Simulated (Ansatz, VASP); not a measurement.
One calculation of SiO2, two programs

The input INCAR:

```
SYSTEM = SiO2
PREC     = Accurate       ! precision mode
ENCUT    = 520            ! plane-wave cutoff, eV
EDIFF    = 1E-7           ! SCF threshold, eV
ISMEAR   = 0              ! smearing method
SIGMA    = 0.05           ! smearing width, eV
LREAL    = .FALSE.        ! projectors in reciprocal space
LASPH    = .TRUE.         ! aspherical terms in the spheres
NELM     = 100            ! most SCF steps
ALGO     = Normal         ! electronic algorithm
ISIF     = 2              ! what is computed and relaxed
LWAVE    = .FALSE.        ! write WAVECAR
LCHARG   = .FALSE.        ! write CHGCAR
GGA      = PS             ! functional
NBANDS   = 34             ! bands
```

The input KPOINTS:

```
Automatic mesh
0
G
  6 6 4
  0 0 0
```

Contents of POSCAR:

```
SiO2
1.0
    4.8516127114      0.0000000000      0.0000000000
   -2.4258063557      4.2016198574      0.0000000000
    0.0000000000      0.0000000000      5.5583697557
Si O
3 6
Direct
    0.0000000000      0.5000000000      0.3333333333
    0.5000000000      0.5000000000      0.6666666667
    0.5000000000      0.0000000000      0.0000000000
    0.5845091965      0.7922545982      0.8333333333
    0.7922545982      0.5845091965      0.5000000000
    0.7922545982      0.2077454018      0.1666666667
    0.4154908035      0.2077454018      0.8333333333
    0.2077454018      0.4154908035      0.5000000000
    0.2077454018      0.7922545982      0.1666666667
```

Input for Ansatz:

```yaml
crystal:
  lattice:
    - [4.8516127114, 0.0, 0.0]
    - [-2.4258063557, 4.2016198574, 0.0]
    - [0.0, 0.0, 5.5583697557]
  atoms:
    - { symbol: Si, position: [0.0, 0.5, 0.3333333333] }
    - { symbol: Si, position: [0.5, 0.5, 0.6666666667] }
    - { symbol: Si, position: [0.5, 0.0, 0.0] }
    - { symbol: O, position: [0.5845091965, 0.7922545982, 0.8333333333] }
    - { symbol: O, position: [0.7922545982, 0.5845091965, 0.5] }
    - { symbol: O, position: [0.7922545982, 0.2077454018, 0.1666666667] }
    - { symbol: O, position: [0.4154908035, 0.2077454018, 0.8333333333] }
    - { symbol: O, position: [0.2077454018, 0.4154908035, 0.5] }
    - { symbol: O, position: [0.2077454018, 0.7922545982, 0.1666666667] }
basis:
  ecutwfc: 420
kpoints:
  mp_grid: { grid: [6, 6, 4] }
hamiltonian:
  xc: pbesol
scf:
  occupations: { method: gaussian, width: 0.05 }
output:
  forces: true
  stress: true
  eigenvalues: true
```

Change from the starting cell: strain -0.0450 x Voigt [1, 1, 0, 0, 0, 0], atoms carried along.

Alike in both runs: task single point; functional PBEsol; k mesh 6 × 6 × 4; occupations gaussian, width 0.05 eV; no spin polarisation.

```csv
,VASP,Ansatz
version,VASP 6.6.1,Ansatz 0.2.0
potentials or method,"VASP PAW PBE potentials, release 64 (Si, O), cutoff 520 eV","scalar-relativistic, plane waves, PAW"
valence electrons in the cell,48,48
```

|  | VASP | Ansatz | Ansatz less VASP |
| --- | --- | --- | --- |
| gap on the k mesh at the Fermi level (eV) | 5.91 | 5.91 | +0.003 |
| least direct gap on the mesh (eV) | 6.03 | 6.04 | +0.001 |
| pressure (GPa) | 20.3 | 19.6 | -0.79 |
| traceless stress, the component that is largest in VASP (GPa) | -1.45 | -1.54 | -0.086 |
| rms of the force components (eV/Å) | 0.409 | 0.404 | -0.0049 |

VASP's potentials were made for PBE, not for PBEsol. Atom by atom the forces differ by 0.005 eV/Å (rms over components).
